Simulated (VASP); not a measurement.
Here is a VASP 6.6.1 calculation.

The input INCAR:

```
SYSTEM = S
PREC = Accurate
ENCUT = 520
EDIFF = 1E-6
ISMEAR = 0
SIGMA = 0.02
LREAL = .False.
LASPH = .True.
NELM = 80
ALGO = Normal
ISIF = 2
LWAVE = .False.
LCHARG = .True.
GGA = PS
LELF = .True.
LVHAR = .True.
NBANDS = 16
```

The input KPOINTS:

```
Automatic mesh
0
Gamma
  6 6 6
  0 0 0
```

File POSCAR:

```
S
1.0
    4.4189943551      0.0000000001      0.0000000000
   -2.2094971776      3.8269613707      0.0000000000
    0.0000000000      0.0000000000      4.3980109647
S
3
Direct
    0.1917627227      0.0000000000      0.3333333333
    0.0000000000      0.1917627227      0.6666666667
    0.8082372773      0.8082372773      0.0000000000
```

Potentials or basis: VASP PAW PBE potentials, release 64 (S).

The run is started by

```console
$ cat potpaw_PBE.64/S/POTCAR > POTCAR
$ mpirun -np 1 vasp_std > vasp.out
```

(1) Estimate the largest force.

(2) Estimate the band gap on the k mesh.

Results:

(1) 0.094 eV/Å.

(2) 1.93 eV, indirect (least direct gap 2.25 eV).

Caveat: the PAW data sets were made with another functional, which shifts forces and pressure a little.
